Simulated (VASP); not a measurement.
Input of a VASP 6.6.1 run:

INCAR

```
SYSTEM = Ni
PREC     = Accurate       ! precision mode
ENCUT    = 520            ! plane-wave cutoff, eV
EDIFF    = 1E-6           ! SCF threshold, eV
ISMEAR   = -1             ! smearing method
SIGMA    = 0.05           ! smearing width, eV
LREAL    = .FALSE.        ! projectors in reciprocal space
LASPH    = .TRUE.         ! aspherical terms in the spheres
NELM     = 150            ! most SCF steps
ALGO     = Normal         ! electronic algorithm
ISIF     = 2              ! what is computed and relaxed
LWAVE    = .FALSE.        ! write WAVECAR
LCHARG   = .FALSE.        ! write CHGCAR
ISPIN    = 2              ! spin polarisation
MAGMOM   = 0.702 0.702 0.71 0.71 ! initial moments
LORBIT   = 11             ! projections on sites
LMAXMIX  = 4              ! l up to which the mixer works
GGA      = RP             ! functional
NBANDS   = 32             ! bands
```

The input KPOINTS:

```
regular mesh
0
G
  16 16 5
  0 0 0
```

File POSCAR:

```
Ni
1.0
    2.5779212992      0.0000000000      0.0000000000
   -1.2889606496      2.2325453340      0.0000000000
    0.0000000000      0.0000000000      8.4370345606
Ni
4
Direct
    0.0000000000      1.0000000000      1.0000000000
    0.0000000000      1.0000000000      0.5000000000
    0.3333333333      0.6666666667      0.2500000000
    0.6666666667      0.3333333333      0.7500000000
```

Potentials or basis: VASP PAW PBE potentials, release 64 (Ni).

Launch:

```sh
$ cat potpaw_PBE.64/Ni/POTCAR > POTCAR
$ mpirun -np 1 vasp_std > vasp.out
```

Estimate the net moment.

2.67 μB per cell.

What does it give for the site moments?

Ni +0.69 μB.

Caveat: the cell stands under tension.
